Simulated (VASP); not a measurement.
# CO2 in VASP: notebook

The runs below take CO2 through single point, with PBE, LDA, RPBE, PBE+D3(BJ).

Program: VASP 6.6.1. These are calculated values, not measurements. Logs are shortened: lines on timing, memory, paths and dates and some standing lists are left out, and cuts for length are marked.

## Step 1: The cell of the first run

The cell holds a molecule in a box, 3 atoms: a = 12.000 Å, b = 12.500 Å, c = 13.000 Å, α = 90.00°, β = 90.00°, γ = 90.00°.

## Step 2: Single point, PBE

INCAR

```
PREC = Accurate ; ENCUT = 520
EDIFF = 1E-6 ; ISMEAR = 0
SIGMA = 0.01 ; LREAL = False
LASPH = True ; NELM = 120
ALGO = Normal ; ISIF = 2
LWAVE = False ; LCHARG = True
GGA = PE ; LELF = True
LVHAR = True ; NBANDS = 15
GGA_COMPAT = False ; NELMDL = -8
```

KPOINTS

```
regular mesh
0
Gamma
  1 1 1
```

POSCAR

```
CO2
1.0
   12.0000000000      0.0000000000      0.0000000000
    0.0000000000     12.5000000000      0.0000000000
    0.0000000000      0.0000000000     13.0000000000
C O
1 2
Direct
    0.5000000000      0.5000000000      0.5000000000
    0.5000000000      0.5000000000      0.5900471973
    0.5000000000      0.5000000000      0.4099528027
```

Potentials or basis: VASP PAW PBE potentials, release 64 (C, O).

Command:

```sh
$ cat potpaw_PBE.64/C/POTCAR potpaw_PBE.64/O/POTCAR > POTCAR
$ mpirun -np 1 vasp_gam > vasp.out
```

OUTCAR:

```text
PREC = Accurate
   ENCUT = 520
   EDIFF = 1E-6
   ISMEAR = 0
   LREAL = False
   LASPH = True
   NELM = 120
   ISIF = 2
   GGA = PE
   NELMDL = -8

 ion  position               nearest neighbor table
   1  0.500  0.500  0.500-   2 1.17   3 1.17
   2  0.500  0.500  0.590-   1 1.17
   3  0.500  0.500  0.410-   1 1.17

  LATTYP: Found a simple orthorhombic cell.
 ALAT       =    12.0000000000
 B/A-ratio  =     1.0416666667
 C/A-ratio  =     1.0833333333

  Lattice vectors:

 A1 = (  12.0000000000,   0.0000000000,   0.0000000000)
 A2 = (   0.0000000000,  12.5000000000,   0.0000000000)
 A3 = (   0.0000000000,   0.0000000000,  13.0000000000)

Analysis of symmetry for initial positions (statically):
=====================================================================
 Subroutine PRICEL returns:
 Original cell was already a primitive cell.

 Routine SETGRP: Setting up the symmetry group for a
 simple orthorhombic supercell.

 Subroutine GETGRP returns: Found  8 space group operations
 (whereof  8 operations were pure point group operations)
 out of a pool of  8 trial point group operations.

The static configuration has the point symmetry D_2h.

Analysis of symmetry for dynamics (positions and initial velocities):
=====================================================================
 Subroutine PRICEL returns:
 Original cell was already a primitive cell.

 Routine SETGRP: Setting up the symmetry group for a
 simple orthorhombic supercell.

 Subroutine GETGRP returns: Found  8 space group operations
 (whereof  8 operations were pure point group operations)
 out of a pool of  8 trial point group operations.

The dynamic configuration has the point symmetry D_2h.

 Subroutine INISYM returns: Found  8 space group operations
 (whereof  8 operations are pure point group operations),
 and found     1 'primitive' translations

----------------------------------------------------------------------------------------

                                     Primitive cell

  volume of cell :    1950.0000

  direct lattice vectors                    reciprocal lattice vectors
    12.000000000  0.000000000  0.000000000     0.083333333  0.000000000  0.000000000
     0.000000000 12.500000000  0.000000000     0.000000000  0.080000000  0.000000000
     0.000000000  0.000000000 13.000000000     0.000000000  0.000000000  0.076923077

  length of vectors
    12.000000000 12.500000000 13.000000000     0.083333333  0.080000000  0.076923077

  position of ions in fractional coordinates (direct lattice)
     0.500000000  0.500000000  0.500000000
     0.500000000  0.500000000  0.590047197
     0.500000000  0.500000000  0.409952803

  ion indices of the primitive-cell ions
   primitive index   ion index
                 1           1
                 2           2
                 3           3

----------------------------------------------------------------------------------------

 KPOINTS: regular mesh

Automatic generation of k-mesh.
 Grid dimensions read from file:
 generate k-points for:    1    1    1

 Generating k-lattice:

  Cartesian coordinates                     Fractional coordinates (reciprocal lattice)
     0.083333333  0.000000000  0.000000000     1.000000000  0.000000000  0.000000000
     0.000000000  0.080000000  0.000000000     0.000000000  1.000000000  0.000000000
     0.000000000  0.000000000  0.076923077     0.000000000  0.000000000  1.000000000

  Length of vectors
     0.083333333  0.080000000  0.076923077

  Shift w.r.t. Gamma in fractional coordinates (k-lattice)
     0.000000000  0.000000000  0.000000000

 Subroutine IBZKPT returns following result:
 ===========================================

 Found      1 irreducible k-points:

 Following reciprocal coordinates:
            Coordinates               Weight
  0.000000  0.000000  0.000000      1.000000
   k-points           NKPTS =      1   k-points in BZ     NKDIM =      1   number of bands    NBANDS=     15
   number of dos      NEDOS =    301   number of ions     NIONS =      3
   total plane-waves  NPLWV = 846720
   dimension x,y,z NGX =    90 NGY =   96 NGZ =   98
   dimension x,y,z NGXF=   180 NGYF=  192 NGZF=  196
   ions per type =               1   2
   NGX,Y,Z   is equivalent  to a cutoff of  12.47, 12.77, 12.53 a.u.
   NGXF,Y,Z  is equivalent  to a cutoff of  24.94, 25.54, 25.06 a.u.
 SYSTEM =  unknown system
   PREC   = accura    normal or accurate (medium, high low for compatibility)
   ISTART =      0    job   : 0-new  1-cont  2-samecut
   ICHARG =      2    charge: 1-file 2-atom 10-const
   ISPIN  =      1    spin polarized calculation?
   LNONCOLLINEAR =      F non collinear calculations
   LSORBIT =      F    spin-orbit coupling
   LASPH  =      T    aspherical Exc in radial PAW
   ENCUT  =  520.0 eV  38.22 Ry    6.18 a.u.  22.31 23.24 24.17*2*pi/ulx,y,z
   NELM   =    120;   NELMIN=  2; NELMDL= -8     # of ELM steps
   EDIFF  = 0.1E-05   stopping-criterion for ELM
   LREAL  =      F    real-space projection
   EDIFFG = 0.1E-04   stopping-criterion for IOM
   NSW    =      0    number of steps for IOM
   IBRION =     -1    ionic relax: 0-MD 1-quasi-New 2-CG
   NFREE  =      0    steps in history (QN), initial steepest desc. (CG)
   ISIF   =      2    stress and relaxation
   ISYM   =      2    0-nonsym 1-usesym 2-fastsym
   POTIM  = 0.5000    time-step for ionic-motion
   TEBEG  =    0.0;   TEEND  =   0.0 temperature during run
   PSTRESS=    0.0 pullay stress
   NELECT =      16.0000    total number of electrons
   NUPDOWN=      -1.0000    fix difference up-down
   EMIN   =  10.00;   EMAX   =-10.00  energy-range for DOS
   EFERMI =   0.00;   METHOD = LEGACY
   ISMEAR =     0;   SIGMA  =   0.01  broadening in eV -4-tet -1-fermi 0-gaus
   EFERMI_NEDOS =   21; number of points for ismear=-14 and -15
   IALGO  =     38    algorithm
   IMIX   =      4    mixing-type and parameters
     AMIX     =   0.40;   BMIX     =  1.00
     AMIX_MAG =   1.60;   BMIX_MAG =  1.00
  volume/ion in A,a.u.               =     650.00      4386.42
  Fermi-wavevector in a.u.,A,eV,Ry     =   0.330195  0.623977  1.483422  0.109028
  Thomas-Fermi vector in A             =   1.225290
   LORBIT       =      0    0 simple, 1 ext, 2 COOP (PROOUT), +10 PAW based schemes
   GGA     = PE    functional components
   LHFCALC =     F    Hartree Fock is set to
   AEXX    =    0.0000 exact exchange contribution
   IVDW    =     0    specifies the selected vdW correction
   LEPSILON=     F    determine dielectric tensor
   LRPA    =     F    only Hartree local field effects (RPA)
 non-spin polarized calculation
 Gauss-broadening in eV      SIGMA  =   0.01
  energy-cutoff  :      520.00
  volume of cell :     1950.00
 maximum number of plane-waves:     26244
 NGX is ok and might be reduce to    90
   NGX = 45   NGY = 47   NGZ = 49

 number of electron      15.9999999 magnetization

 Free energy of the ion-electron system (eV)
  ---------------------------------------------------
  ext. energy  EPLUGINS =         0.00000000
  ---------------------------------------------------
  free energy    TOTEN  =       -22.96309965 eV

  energy without entropy =      -22.96309965  energy(sigma->0) =      -22.96309965

 E-fermi :  -8.8761     XC(G=0):  -0.3926

 val. band max:       -8.9755806393   @ k =   0.0000   0.0000   0.0000
 cond. band min:      -0.9165481527   @ k =   0.0000   0.0000   0.0000
 fundamental gap:      8.0590324866
 Fermi energy:        -8.8760705908

 k-point     1 :       0.0000    0.0000    0.0000
  band No.  band energies     occupation
      1     -29.1240      2.00000
      2     -28.1144      2.00000
      3     -13.6558      2.00000
      4     -12.5889      2.00000
      5     -12.5889      2.00000
      6     -12.4986      2.00000
      7      -8.9756      2.00000
      8      -8.9756      2.00000
      9      -0.9165      0.00000
     10      -0.4130      0.00000
     11      -0.4129      0.00000
     12       0.2903      0.00000
     13       0.7260      0.00000
     14       0.7293      0.00000
     15       0.7880      0.00000

------------------------ aborting loop because EDIFF is reached ----------------------------------------

  FORCE on cell =-STRESS in cart. coord.  units (eV):
  Direction    XX          YY          ZZ          XY          YZ          ZX
  --------------------------------------------------------------------------------------
  -------------------------------------------------------------------------------------
  Total       -0.0666961     -0.0676545      1.3971044     -0.0000000      0.0000000      0.0000000
  in kB       -0.0547995     -0.0555869      1.1479020     -0.0000000      0.0000000      0.0000000
  external PRESSURE =       0.3458385 kB  Pullay stress =       0.0000000 kB

 VOLUME and BASIS-vectors are now :
 -----------------------------------------------------------------------------
  energy-cutoff  :      520.00
  volume of cell :     1950.00
      direct lattice vectors                 reciprocal lattice vectors
    12.000000000  0.000000000  0.000000000     0.083333333  0.000000000  0.000000000
     0.000000000 12.500000000  0.000000000     0.000000000  0.080000000  0.000000000
     0.000000000  0.000000000 13.000000000     0.000000000  0.000000000  0.076923077

 POSITION                                       TOTAL-FORCE (eV/Angst)
 -----------------------------------------------------------------------------------
      6.00000      6.25000      6.50000         0.000000      0.000000      0.000000
      6.00000      6.25000      7.67061         0.000000      0.000000      0.632831
      6.00000      6.25000      5.32939         0.000000      0.000000     -0.632831
 -----------------------------------------------------------------------------------
    total drift:                                0.000000     -0.000000     -0.000000

  FREE ENERGIE OF THE ION-ELECTRON SYSTEM (eV)
  ---------------------------------------------------
  free  energy   TOTEN  =       -22.9630996509 eV

  energy  without entropy=      -22.9630996509  energy(sigma->0) =      -22.96309965
```

It took 2.9 min on 1 thread of Intel Xeon 6975P-C (Granite Rapids), shared host; peak memory 1.2 GiB.

What came out:

| Quantity | Value |
| --- | --- |
| Free energy | -22.9631 eV |
| Largest force | 0.633 eV/Å |
| Gap between the frontier levels | 8.06 eV |

Forces on the atoms (eV/Å):
```
C    0.000  0.000  0.000
O    0.000  0.000  0.633
O    0.000  0.000 -0.633
```

## Step 3: Single point, LDA

INCAR

```
SYSTEM = CO2
ALGO = Normal ; EDIFF = 1E-6
ENCUT = 520 ; GGA_COMPAT = .False.
ISIF = 2 ; ISMEAR = 0
LASPH = .True. ; LCHARG = .True.
LELF = .True. ; LREAL = .False.
LVHAR = .True. ; LWAVE = .False.
NBANDS = 15 ; NELM = 120
NELMDL = -8 ; PREC = Accurate
SIGMA = 0.01
```

KPOINTS

```
k-points
0
Gamma
  1 1 1
  0 0 0
```

POSCAR is that of step 2.

Potentials or basis: VASP PAW LDA potentials, release 64 (C, O).

Command:

```sh
$ cat potpaw_LDA.64/C/POTCAR potpaw_LDA.64/O/POTCAR > POTCAR
$ mpirun -np 1 vasp_gam > vasp.out
```

Wall time 2 min (1 thread of Intel Xeon 6975P-C (Granite Rapids), shared host); peak memory 0.86 GiB.

It converged, with:

```yaml
Free_energy: -24.5432 eV
Largest_force: 0.242 eV/Å
Gap_between_the_frontier_levels: 8.23 eV
```

Forces on the atoms (eV/Å):
```
C    0.000  0.000  0.000
O    0.000  0.000 -0.242
O    0.000  0.000  0.242
```

Levels at points of the mesh, in eV from the valence-band top:
```csv
k point,band 6,band 7,band 8,band 9,band 10,band 11
"(0.00, 0.00, 0.00)",-3.43,0.00,0.00,8.23,8.49,8.49
```

## Step 4: Single point, RPBE

INCAR

```
SYSTEM = CO2
PREC = Accurate
ENCUT = 520
EDIFF = 1E-6
ISMEAR = 0
SIGMA = 0.01
LREAL = .FALSE.
LASPH = .TRUE.
NELM = 120
ALGO = Normal
ISIF = 2
LWAVE = .FALSE.
LCHARG = .FALSE.
GGA = RP
NBANDS = 15
GGA_COMPAT = .FALSE.
NELMDL = -8
```

KPOINTS

```
Automatic mesh
0
G
  1 1 1
  0 0 0
```

POSCAR is that of step 3.

Potentials or basis: VASP PAW PBE potentials, release 64 (C, O).

Command:

```sh
$ cat potpaw_PBE.64/C/POTCAR potpaw_PBE.64/O/POTCAR > POTCAR
$ mpirun -np 1 vasp_gam > vasp.out
```

Wall time 2.5 min (1 thread of Intel Xeon 6975P-C (Granite Rapids), shared host); peak memory 1.2 GiB.

It converged, with:

- Free energy: -22.2733 eV
- Largest force: 1.070 eV/Å
- Gap between the frontier levels: 7.93 eV

Forces on the atoms (eV/Å):
```
C    0.000  0.000  0.000
O    0.000  0.000  1.070
O    0.000  0.000 -1.070
```

Levels at points of the mesh, in eV from the valence-band top:
```
           k point  band 6  band 7  band 8  band 9  band 10  band 11
(0.00, 0.00, 0.00)   -3.54    0.00    0.00    7.93     8.60     8.60
```

Caveat: the PAW data sets were made with another functional, which shifts forces and pressure a little.

## Step 5: Single point, PBE+D3(BJ)

INCAR

```
SYSTEM = CO2
PREC = Accurate ; ENCUT = 520
EDIFF = 1E-6 ; ISMEAR = 0
SIGMA = 0.01 ; LREAL = .False.
LASPH = .True. ; NELM = 120
ALGO = Normal ; ISIF = 2
LWAVE = .False. ; LCHARG = .False.
GGA = PE ; IVDW = 12
NBANDS = 15 ; GGA_COMPAT = .False.
NELMDL = -8
```

KPOINTS

```
Automatic mesh
0
Gamma
  1 1 1
  0 0 0
```

POSCAR is that of step 4.

Potentials or basis: VASP PAW PBE potentials, release 64 (C, O).

Command:

```sh
$ cat potpaw_PBE.64/C/POTCAR potpaw_PBE.64/O/POTCAR > POTCAR
$ mpirun -np 1 vasp_gam > vasp.out
```

OUTCAR:

```text
SYSTEM = CO2
   PREC = Accurate
   ENCUT = 520
   EDIFF = 1E-6
   ISMEAR = 0
   LREAL = .False.
   LASPH = .True.
   NELM = 120
   ISIF = 2
   GGA = PE
   IVDW = 12
   NELMDL = -8
 IVDW          = 12

 ion  position               nearest neighbor table
   1  0.500  0.500  0.500-   2 1.17   3 1.17
   2  0.500  0.500  0.590-   1 1.17
   3  0.500  0.500  0.410-   1 1.17

  LATTYP: Found a simple orthorhombic cell.
 ALAT       =    12.0000000000
 B/A-ratio  =     1.0416666667
 C/A-ratio  =     1.0833333333

  Lattice vectors:

 A1 = (  12.0000000000,   0.0000000000,   0.0000000000)
 A2 = (   0.0000000000,  12.5000000000,   0.0000000000)
 A3 = (   0.0000000000,   0.0000000000,  13.0000000000)

Analysis of symmetry for initial positions (statically):
=====================================================================
 Subroutine PRICEL returns:
 Original cell was already a primitive cell.

 Routine SETGRP: Setting up the symmetry group for a
 simple orthorhombic supercell.

 Subroutine GETGRP returns: Found  8 space group operations
 (whereof  8 operations were pure point group operations)
[... 146 lines left out ...]
 cond. band min:      -0.9165481527   @ k =   0.0000   0.0000   0.0000
 fundamental gap:      8.0590324866
 Fermi energy:        -8.8760705908

 k-point     1 :       0.0000    0.0000    0.0000
  band No.  band energies     occupation
      1     -29.1240      2.00000
      2     -28.1144      2.00000
      3     -13.6558      2.00000
      4     -12.5889      2.00000
      5     -12.5889      2.00000
      6     -12.4986      2.00000
      7      -8.9756      2.00000
      8      -8.9756      2.00000
      9      -0.9165      0.00000
     10      -0.4130      0.00000
     11      -0.4129      0.00000
     12       0.2903      0.00000
     13       0.7260      0.00000
     14       0.7293      0.00000
     15       0.7880      0.00000

------------------------ aborting loop because EDIFF is reached ----------------------------------------

 Edisp (eV)   -0.02558

 E8    (eV) :    -0.0077

  FORCE on cell =-STRESS in cart. coord.  units (eV):
  Direction    XX          YY          ZZ          XY          YZ          ZX
  --------------------------------------------------------------------------------------
  -------------------------------------------------------------------------------------
  Total      -0.06695    -0.06786     1.39325    -0.00000     0.00000     0.00000
  in kB      -0.05500    -0.05576     1.14473    -0.00000     0.00000     0.00000
  external pressure =        0.34 kB  Pullay stress =        0.00 kB

 VOLUME and BASIS-vectors are now :
 -----------------------------------------------------------------------------
  energy-cutoff  :      520.00
  volume of cell :     1950.00
      direct lattice vectors                 reciprocal lattice vectors
    12.000000000  0.000000000  0.000000000     0.083333333  0.000000000  0.000000000
     0.000000000 12.500000000  0.000000000     0.000000000  0.080000000  0.000000000
     0.000000000  0.000000000 13.000000000     0.000000000  0.000000000  0.076923077

 POSITION                                       TOTAL-FORCE (eV/Angst)
 -----------------------------------------------------------------------------------
      6.00000      6.25000      6.50000         0.000000      0.000000      0.000000
      6.00000      6.25000      7.67061         0.000000      0.000000      0.631278
      6.00000      6.25000      5.32939         0.000000      0.000000     -0.631278
 -----------------------------------------------------------------------------------
    total drift:                                0.000000     -0.000000     -0.000000

  FREE ENERGIE OF THE ION-ELECTRON SYSTEM (eV)
  ---------------------------------------------------
  free  energy   TOTEN  =       -22.9886845245 eV

  energy  without entropy=      -22.9886845245  energy(sigma->0) =      -22.98868452
```

OSZICAR:

```text
N       E                     dE             d eps       ncg     rms          rms(c)
DAV:   1     0.128155073409E+03    0.12816E+03   -0.44968E+03    46   0.579E+02
DAV:   2    -0.723231359438E+01   -0.13539E+03   -0.13426E+03    60   0.129E+02
DAV:   3    -0.243075656774E+02   -0.17075E+02   -0.17025E+02    44   0.713E+01
[... 16 lines left out ...]
DAV:  20    -0.229630754067E+02   -0.42923E-04   -0.16620E-06    29   0.707E-03    0.191E-03
DAV:  21    -0.229630933473E+02   -0.17941E-04   -0.50519E-07    22   0.407E-03    0.833E-04
DAV:  22    -0.229630952757E+02   -0.19284E-05   -0.98016E-08    29   0.194E-03    0.573E-04
DAV:  23    -0.229630993847E+02   -0.41090E-05   -0.47702E-08    22   0.123E-03    0.159E-04
DAV:  24    -0.229630996509E+02   -0.26614E-06   -0.30711E-09    29   0.562E-04
   1 F= -.22988685E+02 E0= -.22988685E+02  d E =-.111068E-44
```

Run time: 2.4 min. Hardware: 1 thread of Intel Xeon 6975P-C (Granite Rapids), shared host; peak memory 1.2 GiB.

What came out:

* Free energy: -22.9887 eV
* Largest force: 0.631 eV/Å
* Gap between the frontier levels: 8.06 eV
* Dispersion energy per atom: -0.009 eV

Forces on the atoms (eV/Å):
```
C    0.000  0.000  0.000
O    0.000  0.000  0.631
O    0.000  0.000 -0.631
```

## Step 6: Summary

| level | potentials or basis | gap on the mesh (eV) | largest force (eV/Å) |
| --- | --- | --- | --- |
| PBE | VASP PAW PBE potentials, release 64 (C, O) | 8.06 | 0.63 |
| LDA | VASP PAW LDA potentials, release 64 (C, O) | 8.23 | 0.24 |
| RPBE | VASP PAW PBE potentials, release 64 (C, O) | 7.93 | 1.07 |
| PBE+D3(BJ) | VASP PAW PBE potentials, release 64 (C, O) | 8.06 | 0.63 |

Alike in all rows: task single point; no spin polarisation; cell as given; k mesh 1 × 1 × 1; cutoff (eV) 520; smearing gaussian 0.01 eV.

Caveats: the PAW data sets were made with another functional, which shifts forces and pressure a little (at least some runs).

Absolute energies hang on the potentials; compare differences alone.
